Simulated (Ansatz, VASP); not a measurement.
One calculation of Te3Pb4Se, two programs

```
Te Pb Se
1.0
     4.59345    0.00000    0.00000
     0.00000    4.59345    0.00000
     0.00000    0.00000   12.96101
Te Pb Se
3 4 1
Cartesian
  0.0000 0.0000 0.0000
  2.2967 2.2967 3.2522
  2.2967 2.2967 9.7088
  0.0000 0.0000 9.6117
  2.2967 2.2967 0.0000
  0.0000 0.0000 3.3494
  2.2967 2.2967 6.4805
  0.0000 0.0000 6.4805
```

Alike in both runs: functional PBE; k mesh 8 × 8 × 4; occupations gaussian, width 0.02 eV; no spin polarisation.

Ansatz relaxed the structure, and its values are those at the end. VASP's run is a single point on that final structure, the one shown.

|  | VASP | Ansatz |
| --- | --- | --- |
| version | VASP 6.6.1 | Ansatz 0.2.0 |
| potentials or method | VASP PAW PBE potentials, release 64 (Te, Pb_d, Se), cutoff 520 eV | scalar-relativistic, plane waves, PAW |
| valence electrons in the cell | 80 | 120 |

Ansatz gave:

* gap on the k mesh at the Fermi level (eV): 0.44
* least direct gap on the mesh (eV): 0.44
* pressure (GPa): 0.0

Problem. Estimate VASP's values.

Solution. gap on the k mesh at the Fermi level (eV): 0.45; least direct gap on the mesh (eV): 0.45; pressure (GPa): -0.1.

VASP's potentials hold 80 valence electrons a cell and Ansatz's 120, so a difference there can come from the potentials and not from the codes.

Neither program's run includes spin-orbit coupling.
